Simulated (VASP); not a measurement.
# Sb (P6_3/mmc) in VASP: notebook

Runs on Sb. Level: LDA. Tasks: single point.

Everything below comes from runs of VASP 6.6.1. Logs are shortened: lines on timing, memory, paths and dates and some standing lists are left out, and cuts for length are marked.

### Step 1. The cell of the first run

Symmetry: P6_3/mmc, No. 194, hexagonal system. The conventional cell has a = 2.537 Å, b = 2.537 Å, c = 3.961 Å, α = 90.00°, β = 90.00°, γ = 120.00°. Sb (site symmetry -6m2) has 12 Sb at 2.46 to 2.54 Å within 3.3 Å.

### Step 2. Single point, LDA

Input file INCAR:

```
PREC = Accurate
ENCUT = 520
EDIFF = 1E-6
ISMEAR = -1
SIGMA = 0.05
LREAL = F
LASPH = T
NELM = 100
ALGO = Normal
ISIF = 2
LWAVE = F
LCHARG = F
NBANDS = 12
```

Input file KPOINTS:

```
Automatic mesh
0
Gamma
  14 14 8
```

Input file POSCAR:

```
Sb
1.0
    2.5372765848      0.0000000000      0.0000000000
   -1.2686382924      2.1973459788      0.0000000000
    0.0000000000      0.0000000000      3.9605320719
Sb
2
Direct
    0.3333333333      0.6666666667      0.2500000000
    0.6666666667      0.3333333333      0.7500000000
```

Potentials or basis: VASP PAW LDA potentials, release 64 (Sb).

Launch:

```
$ cat potpaw_LDA.64/Sb/POTCAR > POTCAR
$ mpirun -np 1 vasp_std > vasp.out
```

OUTCAR:

```text
PREC = Accurate
   ENCUT = 520
   EDIFF = 1E-6
   ISMEAR = -1
   LREAL = F
   LASPH = T
   NELM = 100
   ISIF = 2

 ion  position               nearest neighbor table
   1  0.333  0.667  0.250-   2 2.46   2 2.46   2 2.46   2 2.46   2 2.46   2 2.46   2 3.54   2 3.54
                             2 3.54   2 3.54   2 3.54   2 3.54
   2  0.667  0.333  0.750-   1 2.46   1 2.46   1 2.46   1 2.46   1 2.46   1 2.46   1 3.54   1 3.54
                             1 3.54   1 3.54   1 3.54   1 3.54

  LATTYP: Found a hexagonal cell.
 ALAT       =     2.5372765848
 C/A-ratio  =     1.5609382499

  Lattice vectors:

 A1 = (   2.5372765848,   0.0000000000,   0.0000000000)
 A2 = (  -1.2686382924,   2.1973459788,   0.0000000000)
 A3 = (   0.0000000000,   0.0000000000,   3.9605320719)

Analysis of symmetry for initial positions (statically):
=====================================================================
 Subroutine PRICEL returns:
 Original cell was already a primitive cell.

 Routine SETGRP: Setting up the symmetry group for a
 hexagonal supercell.

 Subroutine GETGRP returns: Found 24 space group operations
 (whereof 12 operations were pure point group operations)
 out of a pool of 24 trial point group operations.

The static configuration has the point symmetry D_3d.
 The point group associated with its full space group is D_6h.

Analysis of symmetry for dynamics (positions and initial velocities):
=====================================================================
 Subroutine PRICEL returns:
 Original cell was already a primitive cell.

 Routine SETGRP: Setting up the symmetry group for a
 hexagonal supercell.

 Subroutine GETGRP returns: Found 24 space group operations
 (whereof 12 operations were pure point group operations)
 out of a pool of 24 trial point group operations.

The dynamic configuration has the point symmetry D_3d.
 The point group associated with its full space group is D_6h.

 Subroutine INISYM returns: Found 24 space group operations
 (whereof 12 operations are pure point group operations),
 and found     1 'primitive' translations

----------------------------------------------------------------------------------------

                                     Primitive cell

  volume of cell :      22.0811

  direct lattice vectors                    reciprocal lattice vectors
     2.537276585  0.000000000  0.000000000     0.394123371  0.227547234  0.000000000
    -1.268638292  2.197345979  0.000000000     0.000000000  0.455094468  0.000000000
     0.000000000  0.000000000  3.960532072     0.000000000  0.000000000  0.252491327

  length of vectors
     2.537276585  2.537276585  3.960532072     0.455094468  0.455094468  0.252491327

  position of ions in fractional coordinates (direct lattice)
     0.333333333  0.666666667  0.250000000
     0.666666667  0.333333333  0.750000000

  ion indices of the primitive-cell ions
   primitive index   ion index
                 1           1
                 2           2

----------------------------------------------------------------------------------------

 KPOINTS: Automatic mesh

Automatic generation of k-mesh.
 Grid dimensions read from file:
 generate k-points for:   14   14    8

 Generating k-lattice:

  Cartesian coordinates                     Fractional coordinates (reciprocal lattice)
     0.028151669  0.016253374  0.000000000     0.071428571 -0.000000000  0.000000000
     0.000000000  0.032506748  0.000000000     0.000000000  0.071428571  0.000000000
     0.000000000  0.000000000  0.031561416     0.000000000  0.000000000  0.125000000

  Length of vectors
     0.032506748  0.032506748  0.031561416

  Shift w.r.t. Gamma in fractional coordinates (k-lattice)
     0.000000000  0.000000000  0.000000000

 Subroutine IBZKPT returns following result:
 ===========================================

 Found    120 irreducible k-points:

 Following reciprocal coordinates:
            Coordinates               Weight
  0.000000  0.000000  0.000000      1.000000
  0.071429  0.000000  0.000000      6.000000
  0.142857  0.000000  0.000000      6.000000
  0.214286 -0.000000  0.000000      6.000000
  0.285714  0.000000  0.000000      6.000000
  0.357143  0.000000  0.000000      6.000000
[... 16 lines left out ...]
  0.285714  0.285714  0.000000      6.000000
  0.357143  0.285714  0.000000      6.000000
 [... further k-points ...]
   k-points           NKPTS =    120   k-points in BZ     NKDIM =    120   number of bands    NBANDS=     12
   number of dos      NEDOS =    301   number of ions     NIONS =      2
   total plane-waves  NPLWV =  12000
   dimension x,y,z NGX =    20 NGY =   20 NGZ =   30
   dimension x,y,z NGXF=    40 NGYF=   40 NGZF=   60
   ions per type =               2
   NGX,Y,Z   is equivalent  to a cutoff of  13.10, 13.10, 12.59 a.u.
   NGXF,Y,Z  is equivalent  to a cutoff of  26.21, 26.21, 25.19 a.u.
 SYSTEM =  unknown system
   PREC   = accura    normal or accurate (medium, high low for compatibility)
   ISTART =      0    job   : 0-new  1-cont  2-samecut
   ICHARG =      2    charge: 1-file 2-atom 10-const
   ISPIN  =      1    spin polarized calculation?
   LNONCOLLINEAR =      F non collinear calculations
   LSORBIT =      F    spin-orbit coupling
   LASPH  =      T    aspherical Exc in radial PAW
   ENCUT  =  520.0 eV  38.22 Ry    6.18 a.u.   4.72  4.72  7.36*2*pi/ulx,y,z
   NELM   =    100;   NELMIN=  2; NELMDL= -5     # of ELM steps
   EDIFF  = 0.1E-05   stopping-criterion for ELM
   LREAL  =      F    real-space projection
   EDIFFG = 0.1E-04   stopping-criterion for IOM
   NSW    =      0    number of steps for IOM
   IBRION =     -1    ionic relax: 0-MD 1-quasi-New 2-CG
   NFREE  =      0    steps in history (QN), initial steepest desc. (CG)
   ISIF   =      2    stress and relaxation
   ISYM   =      2    0-nonsym 1-usesym 2-fastsym
   POTIM  = 0.5000    time-step for ionic-motion
   TEBEG  =    0.0;   TEEND  =   0.0 temperature during run
   PSTRESS=    0.0 pullay stress
   NELECT =      10.0000    total number of electrons
   NUPDOWN=      -1.0000    fix difference up-down
   EMIN   =  10.00;   EMAX   =-10.00  energy-range for DOS
   EFERMI =   0.00;   METHOD = LEGACY
   ISMEAR =    -1;   SIGMA  =   0.05  broadening in eV -4-tet -1-fermi 0-gaus
   EFERMI_NEDOS =   21; number of points for ismear=-14 and -15
   IALGO  =     38    algorithm
   IMIX   =      4    mixing-type and parameters
     AMIX     =   0.40;   BMIX     =  1.00
     AMIX_MAG =   1.60;   BMIX_MAG =  1.00
  volume/ion in A,a.u.               =      11.04        74.51
  Fermi-wavevector in a.u.,A,eV,Ry     =   1.257192  2.375748 21.504436  1.580531
  Thomas-Fermi vector in A             =   2.390863
   LORBIT       =      0    0 simple, 1 ext, 2 COOP (PROOUT), +10 PAW based schemes
   GGA     = CA    functional components
   LHFCALC =     F    Hartree Fock is set to
   AEXX    =    0.0000 exact exchange contribution
   IVDW    =     0    specifies the selected vdW correction
   LEPSILON=     F    determine dielectric tensor
   LRPA    =     F    only Hartree local field effects (RPA)
 non-spin polarized calculation
  energy-cutoff  :      520.00
  volume of cell :       22.08
 maximum number of plane-waves:       608
 NGX is ok and might be reduce to    20
   NGX =  9   NGY =  9   NGZ = 15

 number of electron      10.0000001 magnetization

 Free energy of the ion-electron system (eV)
  ---------------------------------------------------
  ext. energy  EPLUGINS =         0.00000000
  ---------------------------------------------------
  free energy    TOTEN  =         8.85700066 eV

  energy without entropy =        8.86213774  energy(sigma->0) =        8.85956920

 E-fermi :  26.8743     XC(G=0): -14.6448

 val. band max:       26.8634454108   @ k =   0.3571   0.0000   0.1250
 cond. band min:      26.9107287330   @ k =   0.3571   0.0714   0.0000
 fundamental gap:      0.0472833223
 Fermi energy:        26.8743475958

 k-point     1 :       0.0000    0.0000    0.0000
  band No.  band energies     occupation
      1       2.3678      2.00000
      2      12.7168      2.00000
      3      15.0053      2.00000
      4      33.5121      0.00000
      5      34.2226      0.00000
      6      34.2226      0.00000
      7      35.6390      0.00000
      8      36.3660      0.00000
      9      36.3660      0.00000
     10      36.9371      0.00000
     11      40.3555      0.00000
     12      40.3650      0.00000

 k-point     2 :       0.0714    0.0000    0.0000
  band No.  band energies     occupation
      1       2.5507      2.00000
      2      12.9480      2.00000
      3      15.1328      2.00000
      4      31.6046      0.00000
      5      32.9948      0.00000
      6      33.3786      0.00000
      7      36.3716      0.00000
      8      36.7540      0.00000
      9      37.5191      0.00000
     10      38.3272      0.00000
     11      38.7880      0.00000
     12      39.6500      0.00000

 k-point     3 :       0.1429    0.0000    0.0000
  band No.  band energies     occupation
      1       3.1018      2.00000
      2      13.6320      2.00000
      3      15.5218      2.00000
      4      28.1869      0.00000
      5      31.1395      0.00000
      6      32.8597      0.00000
      7      35.5161      0.00000
      8      37.1094      0.00000
      9      37.1993      0.00000
     10      38.9373      0.00000
     11      38.9983      0.00000
     12      39.1241      0.00000

 k-point     4 :       0.2143   -0.0000    0.0000
  band No.  band energies     occupation
      1       4.0273      2.00000
      2      14.7385      2.00000
      3      16.1876      2.00000
      4      24.6141      2.00000
      5      29.3593      0.00000
      6      32.3269      0.00000
      7      33.1945      0.00000
      8      35.2081      0.00000
      9      36.1712      0.00000
     10      38.5235      0.00000
     11      38.7889      0.00000
     12      39.3210      0.00000

 k-point     5 :       0.2857    0.0000    0.0000
  band No.  band energies     occupation
      1       5.3350      2.00000
      2      16.2144      2.00000
      3      17.1282      2.00000
      4      21.1046      2.00000
      5      27.8168      0.00000
      6      30.7099      0.00000
      7      30.9912      0.00000
      8      33.0878      0.00000
      9      35.1711      0.00000
     10      37.5737      0.00000
     11      38.1942      0.00000
     12      39.7211      0.00000
[... 228 lines left out ...]
      1       9.3121      2.00000
      2      17.0481      2.00000
      3      19.5937      2.00000
      4      20.2226      2.00000
      5      20.5376      2.00000
      6      27.5822      0.00000
      7      27.7388      0.00000
      8      29.8648      0.00000
      9      29.8737      0.00000
     10      38.7573      0.00000
     11      41.5048      0.00000
     12      42.5900      0.00000

 k-point    22 :       0.3571    0.2143    0.0000
  band No.  band energies     occupation
      1      11.5753      2.00000
      2      14.1917      2.00000
      3      19.2007      2.00000
      4      21.9709      2.00000
      5      22.2540      2.00000
      6      25.2676      2.00000
      7      25.6186      2.00000
      8      29.4717      0.00000
      9      29.5620      0.00000
     10      38.6115      0.00000
     11      42.5477      0.00000
     12      42.9598      0.00000

 k-point    23 :       0.2857    0.2857    0.0000
  band No.  band energies     occupation
      1      11.3873      2.00000
      2      16.2029      2.00000
      3      16.9566      2.00000
      4      22.0527      2.00000
      5      22.2155      2.00000
      6      26.2711      1.99999
      7      26.9666      0.27309
      8      27.4109      0.00004
      9      28.5976      0.00000
     10      40.5864      0.00000
     11      41.7295      0.00000
     12      43.9056      0.00000

 k-point    24 :       0.3571    0.2857    0.0000
  band No.  band energies     occupation
      1      13.6170      2.00000
      2      13.9833      2.00000
      3      16.4566      2.00000
      4      23.4445      2.00000
      5      23.7006      2.00000
      6      24.9818      2.00000
      7      25.3180      2.00000
      8      27.0555      0.05200
      9      28.2424      0.00000
     10      40.8689      0.00000
     11      43.0370      0.00000
     12      43.3552      0.00000

 [... further k-points ...]

------------------------ aborting loop because EDIFF is reached ----------------------------------------

  FORCE on cell =-STRESS in cart. coord.  units (eV):
  Direction    XX          YY          ZZ          XY          YZ          ZX
  --------------------------------------------------------------------------------------
  -------------------------------------------------------------------------------------
  Total       60.4910064     60.4910064     60.3087355      0.0000000     -0.0000000      0.0000000
  in kB     4389.1619231   4389.1619228   4375.9365411      0.0000000     -0.0000000      0.0000000
  external PRESSURE =    4384.7534623 kB  Pullay stress =       0.0000000 kB

 VOLUME and BASIS-vectors are now :
 -----------------------------------------------------------------------------
  energy-cutoff  :      520.00
  volume of cell :       22.08
      direct lattice vectors                 reciprocal lattice vectors
     2.537276585  0.000000000  0.000000000     0.394123371  0.227547234  0.000000000
    -1.268638292  2.197345979  0.000000000     0.000000000  0.455094468  0.000000000
     0.000000000  0.000000000  3.960532072     0.000000000  0.000000000  0.252491327

 POSITION                                       TOTAL-FORCE (eV/Angst)
 -----------------------------------------------------------------------------------
     -0.00000      1.46490      0.99013        -0.000000     -0.000000      0.000000
      1.26864      0.73245      2.97040         0.000000      0.000000      0.000000
 -----------------------------------------------------------------------------------
    total drift:                                0.000000     -0.000000      0.000000

  FREE ENERGIE OF THE ION-ELECTRON SYSTEM (eV)
  ---------------------------------------------------
  free  energy   TOTEN  =         8.8570006575 eV

  energy  without entropy=        8.8621377405  energy(sigma->0) =        8.85956920
```

Run time: 14 s. Hardware: 1 thread of Intel Xeon 6975P-C, shared host; peak memory 0.14 GiB.

What came out:

```
Free energy            : 8.8570 eV
Pressure               : 438.5 GPa
Band gap on the k mesh : zero (band 5 reaches 34.36 eV, above the bottom of band 6 at 19.49 eV)
```

Caveat: spin-orbit coupling is left out, which moves the levels of the heavy elements.

(Continued in part 2 of 2.)
